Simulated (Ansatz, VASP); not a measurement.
This is a calculation of KTaO3 for VASP 6.6.1.

INCAR

```
  PREC = Accurate
  ENCUT = 520
  EDIFF = 1E-6
  ISMEAR = -1
  SIGMA = 0.05
  LREAL = False
  LASPH = True
  NELM = 100
  ALGO = Normal
  ISIF = 2
  LWAVE = False
  LCHARG = False
  GGA = PS
  NBANDS = 27
```

The input KPOINTS:

```
regular mesh
0
Gamma
  7 7 7
```

The input POSCAR:

```
KTaO3
1.0
    3.9883000000      0.0000000000      0.0000000000
    0.0000000000      3.9883000000      0.0000000000
    0.0000000000      0.0000000000      3.9883000000
Ta K O
1 1 3
Direct
   -0.0087940000      0.0063740000     -0.0131730000
    0.5086730000      0.4977750000      0.5225520000
   -0.0034950000      0.0010270000      0.4899110000
    0.0004730000      0.5042430000      0.0017690000
    0.4954080000      0.0073200000     -0.0041280000
```

Potentials or basis: VASP PAW PBE potentials, release 64 (Ta_pv, K_sv, O).

Command:

```sh
$ cat potpaw_PBE.64/Ta_pv/POTCAR potpaw_PBE.64/K_sv/POTCAR potpaw_PBE.64/O/POTCAR > POTCAR
$ mpirun -np 1 vasp_std > vasp.out
```

Problem. Translate it to Ansatz 0.2.0. Potentials there: Ansatz PAW.

Solution. As run (the cutoff follows the program's own potentials):

The input input.yaml:

```yaml
crystal:
  lattice:
    - [3.9883, 0.0, 0.0]
    - [0.0, 3.9883, 0.0]
    - [0.0, 0.0, 3.9883]
  atoms:
    - { symbol: Ta, position: [-0.008794, 0.006374, -0.013173] }
    - { symbol: K, position: [0.508673, 0.497775, 0.522552] }
    - { symbol: O, position: [-0.003495, 0.001027, 0.489911] }
    - { symbol: O, position: [0.000473, 0.504243, 0.001769] }
    - { symbol: O, position: [0.495408, 0.00732, -0.004128] }
hamiltonian:
  xc: pbesol
  pseudopotentials: { kind: paw }
kpoints:
  mp_grid: { grid: [7, 7, 7] }
scf:
  occupations: { method: fermi_dirac, width: 0.05 }
output:
  forces: true
  stress: true
  eigenvalues: true
```

Potentials or basis: Ansatz PAW.

Run with:

```sh
$ ansatz run input.yaml --threads 1 --pin off --max-ram 3584MiB --backend cpu --events-out ev --progress --plain --runs-dir out
```

Both were run:

|  | VASP | Ansatz | Ansatz less VASP |
| --- | --- | --- | --- |
| gap on the k mesh at the Fermi level (eV) | 2.15 | 2.19 | +0.046 |
| least direct gap on the mesh (eV) | 2.72 | 2.75 | +0.036 |
| pressure (GPa) | 0.5 | -0.3 | -0.74 |
| traceless stress, the component that is largest in VASP (GPa) | 0.23 | 0.23 | 0.000 |
| rms of the force components (eV/Å) | 0.221 | 0.220 | -0.0012 |

VASP's potentials were made for PBE, not for PBEsol. Atom by atom the forces differ by 0.009 eV/Å (rms over components). With one functional, cell and mesh, what is left measures potentials, basis and numerics. VASP's potentials hold 38 valence electrons a cell and Ansatz's 40, so a difference there can come from the potentials and not from the codes.

Neither program's run includes spin-orbit coupling. Noted on Ansatz's run: odd divisions of the mesh miss points on the zone boundary, where band edges often lie, so the gap on the mesh can be too wide.
